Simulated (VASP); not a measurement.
# KBr (Fm-3m) in VASP: single point with PBEsol

Aim: the single point of KBr with PBEsol.

Everything below comes from runs of VASP 6.6.1. Logs are shortened: lines on timing, memory, paths and dates and some standing lists are left out, and cuts for length are marked.

### 1 The cell of the first run

The structure is cubic, space group Fm-3m (No. 225). Conventional cell: a = 6.550 Å, b = 6.550 Å, c = 6.550 Å, α = 90.00°, β = 90.00°, γ = 90.00°. Within 4.3 Å of K (site symmetry m-3m) lie 6 Br at 3.27 Å. Within 4.3 Å of Br (site symmetry m-3m) lie 6 K at 3.27 Å.

### 2 Single point, PBEsol

Input file INCAR:

```
PREC = Accurate
ENCUT = 520
EDIFF = 1E-6
ISMEAR = 0
SIGMA = 0.02
LREAL = F
LASPH = T
NELM = 100
ALGO = Normal
ISIF = 2
LWAVE = F
LCHARG = F
GGA = PS
NBANDS = 15
```

Input file KPOINTS:

```
regular mesh
0
Gamma
  6 6 6
```

Input file POSCAR:

```
KBr
1.0
    0.0000000000      3.2747923643      3.2747923643
    3.2747923643      0.0000000000      3.2747923643
    3.2747923643      3.2747923643      0.0000000000
K Br
1 1
Direct
    0.0000000000      0.0000000000      0.0000000000
    0.5000000000      0.5000000000      0.5000000000
```

Potentials or basis: VASP PAW PBE potentials, release 64 (K_sv, Br).

On the command line:

```sh
$ cat potpaw_PBE.64/K_sv/POTCAR potpaw_PBE.64/Br/POTCAR > POTCAR
$ mpirun -np 1 vasp_std > vasp.out
```

OUTCAR:

```text
PREC = Accurate
   ENCUT = 520
   EDIFF = 1E-6
   ISMEAR = 0
   LREAL = F
   LASPH = T
   NELM = 100
   ISIF = 2
   GGA = PS

 ion  position               nearest neighbor table
   1  0.000  0.000  0.000-   2 3.27   2 3.27   2 3.27   2 3.27   2 3.27   2 3.27
   2  0.500  0.500  0.500-   1 3.27   1 3.27   1 3.27   1 3.27   1 3.27   1 3.27

  LATTYP: Found a face centered cubic cell.
 ALAT       =     6.5495847286

  Lattice vectors:

 A1 = (   0.0000000000,   3.2747923643,   3.2747923643)
 A2 = (   3.2747923643,   0.0000000000,   3.2747923643)
 A3 = (   3.2747923643,   3.2747923643,   0.0000000000)

Analysis of symmetry for initial positions (statically):
=====================================================================
 Subroutine PRICEL returns:
 Original cell was already a primitive cell.

 Routine SETGRP: Setting up the symmetry group for a
 face centered cubic supercell.

 Subroutine GETGRP returns: Found 48 space group operations
 (whereof 48 operations were pure point group operations)
 out of a pool of 48 trial point group operations.

The static configuration has the point symmetry O_h .

Analysis of symmetry for dynamics (positions and initial velocities):
=====================================================================
 Subroutine PRICEL returns:
 Original cell was already a primitive cell.

 Routine SETGRP: Setting up the symmetry group for a
 face centered cubic supercell.

 Subroutine GETGRP returns: Found 48 space group operations
 (whereof 48 operations were pure point group operations)
 out of a pool of 48 trial point group operations.

The dynamic configuration has the point symmetry O_h .

 Subroutine INISYM returns: Found 48 space group operations
 (whereof 48 operations are pure point group operations),
 and found     1 'primitive' translations

----------------------------------------------------------------------------------------

                                     Primitive cell

  volume of cell :      70.2395

  direct lattice vectors                    reciprocal lattice vectors
     0.000000000  3.274792364  3.274792364    -0.152681436  0.152681436  0.152681436
     3.274792364  0.000000000  3.274792364     0.152681436 -0.152681436  0.152681436
     3.274792364  3.274792364  0.000000000     0.152681436  0.152681436 -0.152681436

  length of vectors
     4.631255776  4.631255776  4.631255776     0.264452004  0.264452004  0.264452004

  position of ions in fractional coordinates (direct lattice)
     0.000000000  0.000000000  0.000000000
     0.500000000  0.500000000  0.500000000

  ion indices of the primitive-cell ions
   primitive index   ion index
                 1           1
                 2           2

----------------------------------------------------------------------------------------

 KPOINTS: regular mesh

Automatic generation of k-mesh.
 Grid dimensions read from file:
 generate k-points for:    6    6    6

 Generating k-lattice:

  Cartesian coordinates                     Fractional coordinates (reciprocal lattice)
    -0.025446906  0.025446906  0.025446906     0.166666667  0.000000000  0.000000000
     0.025446906 -0.025446906  0.025446906     0.000000000  0.166666667  0.000000000
     0.025446906  0.025446906 -0.025446906     0.000000000  0.000000000  0.166666667

  Length of vectors
     0.044075334  0.044075334  0.044075334

  Shift w.r.t. Gamma in fractional coordinates (k-lattice)
     0.000000000  0.000000000  0.000000000

 Subroutine IBZKPT returns following result:
 ===========================================

 Found     16 irreducible k-points:

 Following reciprocal coordinates:
            Coordinates               Weight
  0.000000  0.000000  0.000000      1.000000
  0.166667  0.000000  0.000000      8.000000
  0.333333  0.000000  0.000000      8.000000
  0.500000  0.000000  0.000000      4.000000
  0.166667  0.166667  0.000000      6.000000
  0.333333  0.166667  0.000000     24.000000
[... 8 lines left out ...]
 -0.333333  0.333333  0.166667     24.000000
 -0.333333  0.500000  0.166667     12.000000
   k-points           NKPTS =     16   k-points in BZ     NKDIM =     16   number of bands    NBANDS=     15
   number of dos      NEDOS =    301   number of ions     NIONS =      2
   total plane-waves  NPLWV =  46656
   dimension x,y,z NGX =    36 NGY =   36 NGZ =   36
   dimension x,y,z NGXF=    72 NGYF=   72 NGZF=   72
   ions per type =               1   1
   NGX,Y,Z   is equivalent  to a cutoff of  12.92, 12.92, 12.92 a.u.
   NGXF,Y,Z  is equivalent  to a cutoff of  25.85, 25.85, 25.85 a.u.
 SYSTEM =  unknown system
   PREC   = accura    normal or accurate (medium, high low for compatibility)
   ISTART =      0    job   : 0-new  1-cont  2-samecut
   ICHARG =      2    charge: 1-file 2-atom 10-const
   ISPIN  =      1    spin polarized calculation?
   LNONCOLLINEAR =      F non collinear calculations
   LSORBIT =      F    spin-orbit coupling
   LASPH  =      T    aspherical Exc in radial PAW
   ENCUT  =  520.0 eV  38.22 Ry    6.18 a.u.   8.61  8.61  8.61*2*pi/ulx,y,z
   NELM   =    100;   NELMIN=  2; NELMDL= -5     # of ELM steps
   EDIFF  = 0.1E-05   stopping-criterion for ELM
   LREAL  =      F    real-space projection
   EDIFFG = 0.1E-04   stopping-criterion for IOM
   NSW    =      0    number of steps for IOM
   IBRION =     -1    ionic relax: 0-MD 1-quasi-New 2-CG
   NFREE  =      0    steps in history (QN), initial steepest desc. (CG)
   ISIF   =      2    stress and relaxation
   ISYM   =      2    0-nonsym 1-usesym 2-fastsym
   POTIM  = 0.5000    time-step for ionic-motion
   TEBEG  =    0.0;   TEEND  =   0.0 temperature during run
   PSTRESS=    0.0 pullay stress
   NELECT =      16.0000    total number of electrons
   NUPDOWN=      -1.0000    fix difference up-down
   EMIN   =  10.00;   EMAX   =-10.00  energy-range for DOS
   EFERMI =   0.00;   METHOD = LEGACY
   ISMEAR =     0;   SIGMA  =   0.02  broadening in eV -4-tet -1-fermi 0-gaus
   EFERMI_NEDOS =   21; number of points for ismear=-14 and -15
   IALGO  =     38    algorithm
   IMIX   =      4    mixing-type and parameters
     AMIX     =   0.40;   BMIX     =  1.00
     AMIX_MAG =   1.60;   BMIX_MAG =  1.00
  volume/ion in A,a.u.               =      35.12       237.00
  Fermi-wavevector in a.u.,A,eV,Ry     =   0.999818  1.889383 13.600881  0.999637
  Thomas-Fermi vector in A             =   2.132134
   LORBIT       =      0    0 simple, 1 ext, 2 COOP (PROOUT), +10 PAW based schemes
   GGA     = PS    functional components
   LHFCALC =     F    Hartree Fock is set to
   AEXX    =    0.0000 exact exchange contribution
   IVDW    =     0    specifies the selected vdW correction
   LEPSILON=     F    determine dielectric tensor
   LRPA    =     F    only Hartree local field effects (RPA)
 non-spin polarized calculation
 Gauss-broadening in eV      SIGMA  =   0.02
  energy-cutoff  :      520.00
  volume of cell :       70.24
 maximum number of plane-waves:      1917
 NGX is ok and might be reduce to    36
   NGX = 17   NGY = 17   NGZ = 17

 number of electron      16.0000000 magnetization

 Free energy of the ion-electron system (eV)
  ---------------------------------------------------
  ext. energy  EPLUGINS =         0.00000000
  ---------------------------------------------------
  free energy    TOTEN  =        -6.45985976 eV

  energy without entropy =       -6.45985976  energy(sigma->0) =       -6.45985976

 E-fermi :  -1.6104     XC(G=0):  -7.6425

 val. band max:       -1.7350405279   @ k =   0.0000   0.0000   0.0000
 cond. band min:       2.6003133734   @ k =   0.0000   0.0000   0.0000
 fundamental gap:      4.3353539013
 Fermi energy:        -1.6103509057

 k-point     1 :       0.0000    0.0000    0.0000
  band No.  band energies     occupation
      1     -29.2990      2.00000
      2     -14.0706      2.00000
      3     -12.8438      2.00000
      4     -12.8438      2.00000
      5     -12.8438      2.00000
      6      -1.7350      2.00000
      7      -1.7350      2.00000
      8      -1.7350      2.00000
      9       2.6003      0.00000
     10       5.7939      0.00000
     11       5.7939      0.00000
     12       5.7939      0.00000
     13       6.6481      0.00000
     14       6.6481      0.00000
     15       9.7100      0.00000

 k-point     2 :       0.1667    0.0000    0.0000
  band No.  band energies     occupation
      1     -29.2973      2.00000
      2     -14.1180      2.00000
      3     -12.8454      2.00000
      4     -12.8454      2.00000
      5     -12.7776      2.00000
      6      -2.1289      2.00000
      7      -1.8312      2.00000
      8      -1.8312      2.00000
      9       3.2804      0.00000
     10       5.6408      0.00000
     11       6.1288      0.00000
     12       6.1288      0.00000
     13       7.0223      0.00000
     14       7.0223      0.00000
     15      10.6715      0.00000

 k-point     3 :       0.3333    0.0000    0.0000
  band No.  band energies     occupation
      1     -29.2940      2.00000
      2     -14.2012      2.00000
      3     -12.8484      2.00000
      4     -12.8484      2.00000
      5     -12.6559      2.00000
      6      -2.7377      2.00000
      7      -2.0109      2.00000
      8      -2.0109      2.00000
      9       4.3820      0.00000
     10       5.9275      0.00000
     11       7.0246      0.00000
     12       7.0246      0.00000
     13       7.9609      0.00000
     14       7.9609      0.00000
     15       9.8404      0.00000
[... 199 lines left out ...]
 k-point    15 :      -0.3333    0.3333    0.1667
  band No.  band energies     occupation
      1     -29.2908      2.00000
      2     -14.1088      2.00000
      3     -12.8999      2.00000
      4     -12.8853      2.00000
      5     -12.7218      2.00000
      6      -2.6147      2.00000
      7      -2.2957      2.00000
      8      -2.1585      2.00000
      9       5.3797      0.00000
     10       5.7709      0.00000
     11       6.8247      0.00000
     12       7.4318      0.00000
     13       8.6396      0.00000
     14       8.9309      0.00000
     15       9.3912      0.00000

 k-point    16 :      -0.3333    0.5000    0.1667
  band No.  band energies     occupation
      1     -29.2903      2.00000
      2     -14.0365      2.00000
      3     -12.9322      2.00000
      4     -12.9007      2.00000
      5     -12.7829      2.00000
      6      -2.4825      2.00000
      7      -2.2433      2.00000
      8      -2.2091      2.00000
      9       4.7397      0.00000
     10       6.1793      0.00000
     11       6.4996      0.00000
     12       7.5225      0.00000
     13       8.2856      0.00000
     14       9.1356      0.00000
     15       9.6393      0.00000

------------------------ aborting loop because EDIFF is reached ----------------------------------------

  FORCE on cell =-STRESS in cart. coord.  units (eV):
  Direction    XX          YY          ZZ          XY          YZ          ZX
  --------------------------------------------------------------------------------------
  -------------------------------------------------------------------------------------
  Total        0.0269684      0.0269684      0.0269684     -0.0000000      0.0000000      0.0000000
  in kB        0.6151549      0.6151549      0.6151549     -0.0000000      0.0000000      0.0000000
  external PRESSURE =       0.6151549 kB  Pullay stress =       0.0000000 kB

 VOLUME and BASIS-vectors are now :
 -----------------------------------------------------------------------------
  energy-cutoff  :      520.00
  volume of cell :       70.24
      direct lattice vectors                 reciprocal lattice vectors
     0.000000000  3.274792364  3.274792364    -0.152681436  0.152681436  0.152681436
     3.274792364  0.000000000  3.274792364     0.152681436 -0.152681436  0.152681436
     3.274792364  3.274792364  0.000000000     0.152681436  0.152681436 -0.152681436

 POSITION                                       TOTAL-FORCE (eV/Angst)
 -----------------------------------------------------------------------------------
      0.00000      0.00000      0.00000         0.000000      0.000000      0.000000
      3.27479      3.27479      3.27479        -0.000000     -0.000000     -0.000000
 -----------------------------------------------------------------------------------
    total drift:                                0.000000      0.000000      0.000000

  FREE ENERGIE OF THE ION-ELECTRON SYSTEM (eV)
  ---------------------------------------------------
  free  energy   TOTEN  =        -6.4598597579 eV

  energy  without entropy=       -6.4598597579  energy(sigma->0) =       -6.45985976
```

Run time: 17 s. Hardware: 1 thread of AMD EPYC 7R13 (Zen 3), shared host; peak memory 0.17 GiB.

Results:

| Quantity | Value |
| --- | --- |
| Free energy | -6.4599 eV |
| Pressure | 0.1 GPa |
| Band gap on the k mesh | 4.34 eV, direct |

Levels at points of the mesh, in eV from the valence-band top:
| k point | band 6 | band 7 | band 8 | band 9 | band 10 | band 11 |
| --- | --- | --- | --- | --- | --- | --- |
| (0.00, 0.00, 0.00) | 0.00 | 0.00 | 0.00 | 4.34 | 7.53 | 7.53 |
| (0.50, 0.00, 0.00) | -1.26 | -0.36 | -0.36 | 6.48 | 8.21 | 9.78 |
| (0.50, 0.50, 0.00) | -0.86 | -0.30 | -0.30 | 5.71 | 7.17 | 9.37 |

Caveat: the PAW data sets were made with another functional, which shifts forces and pressure a little. PBEsol gaps usually lie below the measured ones, often by a third to a half.
